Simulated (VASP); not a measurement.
Pd2Ru: single point with PBE

Crystal: Pd2Ru.

```
Ru Pd
1.0
    -1.64931    1.64931    4.12185
     1.64931   -1.64931    4.12185
     1.64931    1.64931   -4.12185
Ru Pd
1 2
Direct
  0.00000 0.00000 0.00000
  0.66366 0.66366 0.00000
  0.33634 0.33634 0.00000
```

```
Program                : VASP 6.6.1
Task                   : single point
Functional             : PBE
Potentials or basis    : VASP PAW PBE potentials, release 64 (Ru_pv, Pd)
Cutoff                 : 520 eV
k mesh                 : 20 × 20 × 20
Occupations            : gaussian, width 0.1 eV
Spin                   : no spin polarisation
Dipole correction      : no
Further INCAR settings : ALGO = Fast; EDIFF = 1e-06; NBANDS = 24
```

```
Pressure               : -0.3 GPa
Band gap on the k mesh : zero (bands 17 and 18 overlap by 0.89 eV)
```

Stress tensor (GPa, compression positive):
```
-0.31  0.00  0.00
 0.00 -0.31  0.00
 0.00  0.00 -0.23
```

Levels at points of the mesh, in eV from the Fermi level:
```
           k point  band 14  band 15  band 16  band 17  band 18  band 19  band 20  band 21
(0.00, 0.00, 0.00)    -2.13    -1.36    -1.36    -1.24    -0.16     0.30     5.87     6.38
(0.50, 0.00, 0.00)    -1.09    -0.79     0.09     0.29     0.37     0.86     1.23     1.75
(0.50, 0.50, 0.00)    -1.49    -1.45    -0.36     0.21     0.37     0.64     6.11     6.36
(0.50, 0.50, 0.50)    -2.15    -1.02    -0.67     0.42     0.42     0.51     0.94     7.12
```

Run time: 7.2 min on 1 thread of Intel(R) Xeon(R) 6975P-C (Granite Rapids), on a shared host, peak memory 0.73 GiB.
